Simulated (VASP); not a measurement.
SnO (Romarchite):

```xyz
4
Lattice="3.7986 0.0000 0.0000 0.0000 3.7986 0.0000 0.0000 0.0000 4.8408" Properties=species:S:1:pos:R:3 pbc="T T T"
Sn    1.8993    0.0000    1.1468
Sn    0.0000    1.8993    3.6940
O     0.0000    0.0000    0.0000
O     1.8993    1.8993    0.0000
```

Base run:

- Program: VASP 6.6.1
- Functional: PBE
- Potentials or basis: VASP PAW PBE potentials, release 64 (Sn_d, O)
- Cutoff: 520 eV
- k mesh: 6 × 6 × 5
- Occupations: gaussian, width 0.01 eV
- Spin: no spin polarisation

Its results: band gap on the k mesh 0.07 eV, indirect (least direct gap 1.98 eV); pressure 5.1 GPa; largest force 0.581 eV/Å.

Problem. The run is repeated on the same cell with these changes: k mesh from 6 × 6 × 5 to 3 × 3 × 3. What comes out?

Solution. Band gap on the k mesh 1.06 eV, indirect (least direct gap 2.09 eV); pressure 4.8 GPa; largest force 0.658 eV/Å.

Caveats: some runs use coarse meshes; spin-orbit coupling is left out, which moves the levels of the heavy elements.

A k mesh can miss the band edges.
